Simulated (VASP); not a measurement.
Input of a VASP 6.6.1 run:

INCAR

```
  ALGO = Normal
  EDIFF = 1E-6
  ENCUT = 520
  GGA = PE
  ISIF = 2
  ISMEAR = 0
  LASPH = True
  LCHARG = True
  LELF = True
  LREAL = False
  LVHAR = True
  LWAVE = False
  NBANDS = 8
  NELM = 100
  PREC = Accurate
  SIGMA = 0.1
```

KPOINTS

```
k-points
0
Gamma
  14 14 14
```

POSCAR

```
Sb
1.0
    3.1412599057      0.0000000000      0.0000000000
    0.0000000000      3.1412599057      0.0000000000
    0.0000000000      0.0000000000      3.1412599057
Sb
1
Direct
    0.0000000000      0.0000000000      0.0000000000
```

Potentials or basis: VASP PAW PBE potentials, release 64 (Sb).

Run with:

```console
$ cat potpaw_PBE.64/Sb/POTCAR > POTCAR
$ mpirun -np 1 vasp_std > vasp.out
```

**Question.** Estimate the pressure.

**Answer.** -1.5 GPa.
